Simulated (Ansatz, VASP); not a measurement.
## Be3CdSe in VASP and in Ansatz

```xyz
5
Lattice="4.3996 0.0000 0.0000 0.0000 4.3996 0.0000 0.0000 0.0000 4.3996" Properties=species:S:1:pos:R:3 pbc="T T T"
Be    0.0000    2.1998    2.1998
Be    2.1998    0.0000    2.1998
Be    2.1998    2.1998    0.0000
Cd    0.0000    0.0000    0.0000
Se    2.1998    2.1998    2.1998
```

Change from the starting cell: species swapped into the RbMgF3 type (Pm-3m, No. 221).

Alike in both runs: functional PBE; k mesh 8 × 8 × 8; occupations gaussian, width 0.1 eV; no spin polarisation.

Ansatz relaxed the structure, and its values are those at the end. VASP's run is a single point on that final structure, the one shown.

|  | VASP | Ansatz |
| --- | --- | --- |
| version | VASP 6.6.1 | Ansatz 0.2.0 |
| potentials or method | VASP PAW PBE potentials, release 64 (Be, Cd, Se), cutoff 520 eV | scalar-relativistic, plane waves, PAW |
| valence electrons in the cell | 24 | 42 |

Ansatz gave:

```
gap on the k mesh at the Fermi level (eV) : none
pressure (GPa)                            : 0.0
```

What did VASP give for the same quantities?

gap on the k mesh at the Fermi level (eV): none; pressure (GPa): 0.1.

A gap of «none» marks a metal or a gap that the smearing closes. VASP's potentials hold 24 valence electrons a cell and Ansatz's 42, so a difference there can come from the potentials and not from the codes.
